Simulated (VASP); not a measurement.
Set up this calculation in VASP 6.6.1, as the native input.

- Task: single point
- Functional: PBE
- Potentials or basis: VASP PAW PBE potentials, release 64 (C)
- Cutoff: 520 eV
- k mesh: 6 × 6 × 6
- Occupations: fermi-dirac, width 0.03 eV
- Spin: no spin polarisation
- Dipole correction: no
- Further INCAR settings: ALGO = Normal; EDIFF = 1e-06; NBANDS = 11

The structure of C lies in POSCAR:

```
C
1.0
    0.0000000000      1.7833700000      1.7833700000
    1.7833700000      0.0000000000      1.7833700000
    1.7833700000      1.7833700000      0.0000000000
C
2
Direct
    0.7500000000      0.7500000000      0.7500000000
    0.5000000000      0.5000000000      0.5000000000
```

One way to write it, as run:

INCAR

```
ALGO     = Normal         # electronic algorithm
EDIFF    = 1E-6           # SCF threshold, eV
ENCUT    = 520            # plane-wave cutoff, eV
GGA      = PE             # functional
ISIF     = 2              # what is computed and relaxed
ISMEAR   = -1             # smearing method
LASPH    = T              # aspherical terms in the spheres
LCHARG   = F              # write CHGCAR
LREAL    = F              # projectors in reciprocal space
LWAVE    = F              # write WAVECAR
NBANDS   = 11             # bands
NELM     = 60             # most SCF steps
PREC     = Accurate       # precision mode
SIGMA    = 0.03           # smearing width, eV
```

KPOINTS

```
k-points
0
Gamma
  6 6 6
```

Potentials or basis: VASP PAW PBE potentials, release 64 (C).

Run with:

```bash
$ cat potpaw_PBE.64/C/POTCAR > POTCAR
$ mpirun -np 1 vasp_std > vasp.out
```

Results of the run:

The pressure is 2.5 GPa and the band gap on the k mesh is 4.15 eV, indirect (least direct gap 5.59 eV).

Caveat: the k points lie up to 0.51 Å⁻¹ apart.

Run time: 3.9 s on 1 thread of Intel(R) Xeon(R) Platinum 8375C CPU @ 2.90GHz (Ice Lake), with other jobs on the host, peak memory 0.11 GiB.
